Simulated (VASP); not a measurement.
Wanted: the native input for a VASP 6.6.1 run.

* Task: single point
* Functional: HSE06
* Potentials or basis: VASP PAW PBE potentials, release 64 (K_sv, Cl)
* Cutoff: 520 eV
* k mesh: 4 × 4 × 4
* Occupations: gaussian, width 0.01 eV
* Spin: no spin polarisation
* Dipole correction: no
* Grid for exact exchange (PRECFOCK): Normal
* Further INCAR settings: ALGO = Normal; EDIFF = 1e-06; NBANDS = 15
* Share of exact exchange: 0.25
* Screening parameter: 0.2079 1/Å

The system is KCl.

```
K Cl
1.0
     0.00000    3.50728    3.50728
     3.41960    0.00000    3.50728
     3.41960    3.50728    0.00000
K Cl
1 1
Direct
  0.00000 0.00000 0.00000
  0.25000 0.25000 0.25000
```

This cell differs from its parent crystal: uniaxial x strain -2.5%.

One way to write it, as run:

POSCAR

```
KCl
1.0
    0.0000000000      3.5072828304      3.5072828304
    3.4196007597      0.0000000000      3.5072828304
    3.4196007597      3.5072828304      0.0000000000
K Cl
1 1
Direct
    0.0000000000      0.0000000000      0.0000000000
    0.2500000000      0.2500000000      0.2500000000
```

INCAR.step1

```
PREC     = Accurate       # precision mode
ENCUT    = 520            # plane-wave cutoff, eV
EDIFF    = 1E-5           # SCF threshold, eV
ISMEAR   = 0              # smearing method
SIGMA    = 0.01           # smearing width, eV
LREAL    = False          # projectors in reciprocal space
LASPH    = True           # aspherical terms in the spheres
NELM     = 80             # most SCF steps
ALGO     = Normal         # electronic algorithm
ISIF     = 2              # what is computed and relaxed
LWAVE    = True           # write WAVECAR
GGA      = PE             # functional
NBANDS   = 15             # bands
```

INCAR.step2

```
PREC     = Accurate       # precision mode
ENCUT    = 520            # plane-wave cutoff, eV
EDIFF    = 1E-6           # SCF threshold, eV
ISMEAR   = 0              # smearing method
SIGMA    = 0.01           # smearing width, eV
LREAL    = False          # projectors in reciprocal space
LASPH    = True           # aspherical terms in the spheres
NELM     = 80             # most SCF steps
ALGO     = Normal         # electronic algorithm
ISIF     = 2              # what is computed and relaxed
LWAVE    = False          # write WAVECAR
LCHARG   = True           # write CHGCAR
GGA      = PE             # functional
LHFCALC  = True           # exact exchange
HFSCREEN = 0.2079         # screening, 1/A
PRECFOCK = Normal       
LELF     = True           # ELF
LVHAR    = True         
ISTART   = 1            
NBANDS   = 15             # bands
```

KPOINTS

```
Automatic mesh
0
Gamma
  4 4 4
```

Potentials or basis: VASP PAW PBE potentials, release 64 (K_sv, Cl).

The run is started by

```sh
$ cat potpaw_PBE.64/K_sv/POTCAR potpaw_PBE.64/Cl/POTCAR > POTCAR
$ cp INCAR.step1 INCAR
$ mpirun -np 1 vasp_std > vasp.out
$ cp INCAR.step2 INCAR
$ mpirun -np 1 vasp_std > vasp.out
```

It gave:

```yaml
Pressure: 0.5 GPa
Band_gap_on_the_k_mesh: 6.07 eV (least direct gap 6.11 eV)
```

Caveat: the cell differs from its parent crystal (uniaxial x strain -2.5%); the PAW data sets were made with another functional, which shifts forces and pressure a little.

Wall time 11 min on 1 thread of AMD EPYC 7R13 Processor (Zen 3), on a shared host, peak memory 0.3 GiB.
